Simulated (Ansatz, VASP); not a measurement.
# One calculation of In, two programs

```
In
1.0
    -1.83864    1.83864    1.83864
     1.83864   -1.83864    1.83864
     1.83864    1.83864   -1.83864
In
1
Direct
  0.00000 0.00000 0.00000
```

Alike in both runs: functional LDA; k mesh 17 × 17 × 17; occupations fermi-dirac, width 0.1 eV; no spin polarisation.

Ansatz relaxed the structure, and its values are those at the end. VASP's run is a single point on that final structure, the one shown.

```csv
,VASP,Ansatz
version,VASP 6.6.1,Ansatz 0.2.0
potentials or method,"VASP PAW LDA potentials, release 64 (In_d)","PAW with Ansatz's default frozen-core files, scalar-relativistic"
plane-wave cutoff (eV),520,420
valence electrons in the cell,13,13
```

```csv
,VASP,Ansatz,Ansatz less VASP
pressure (GPa),0.0,0.0,-0.03
```

LDA's correlation is that of Perdew and Zunger in VASP and of Perdew and Wang (1992) in Ansatz.
